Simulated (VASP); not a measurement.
Write the native input for VASP 6.6.1 that does the following.

| Item | Value |
| --- | --- |
| Task | single point |
| Functional | BLYP |
| Potentials or basis | VASP PAW PBE potentials, release 64 (Nb_sv) |
| Cutoff | 520 eV |
| k mesh | 14 × 14 × 7 |
| Occupations | fermi-dirac, width 0.1 eV |
| Spin | no spin polarisation |
| Dipole correction | no |
| Further INCAR settings | ALGO = Normal; EDIFF = 1e-06; NBANDS = 20 |

The structure of Nb lies in POSCAR:

```
Nb
1.0
    2.8957170197      0.0000000000      0.0000000000
   -1.4478585098      2.5077645012      0.0000000000
    0.0000000000      0.0000000000      5.3553372068
Nb
2
Direct
    0.3333333333      0.6666666667      0.2500000000
    0.6666666667      0.3333333333      0.7500000000
```

These files were run (other wordings do the same):

INCAR

```
PREC = Accurate
ENCUT = 520
EDIFF = 1E-6
ISMEAR = -1
SIGMA = 0.1
LREAL = False
LASPH = True
NELM = 60
ALGO = Normal
ISIF = 2
LWAVE = False
LCHARG = True
GGA = B5
ALDAX = 1.0
AGGAX = 1.0
AGGAC = 1.0
ALDAC = 0.0
LELF = True
LVHAR = True
NBANDS = 20
```

KPOINTS

```
Automatic mesh
0
Gamma
  14 14 7
```

Potentials or basis: VASP PAW PBE potentials, release 64 (Nb_sv).

The run is started by

```sh
$ cat potpaw_PBE.64/Nb_sv/POTCAR > POTCAR
$ mpirun -np 1 vasp_std > vasp.out
```

Results of the run:

- Pressure: -0.2 GPa
- Band gap on the k mesh: zero (band 13 reaches 12.57 eV, above the bottom of band 14 at 10.43 eV)

Caveat: the PAW data sets were made with another functional, which shifts forces and pressure a little.

Wall time 48 s on 1 thread of Intel(R) Xeon(R) Platinum 8488C (Sapphire Rapids) (shared host), peak memory 0.19 GiB.
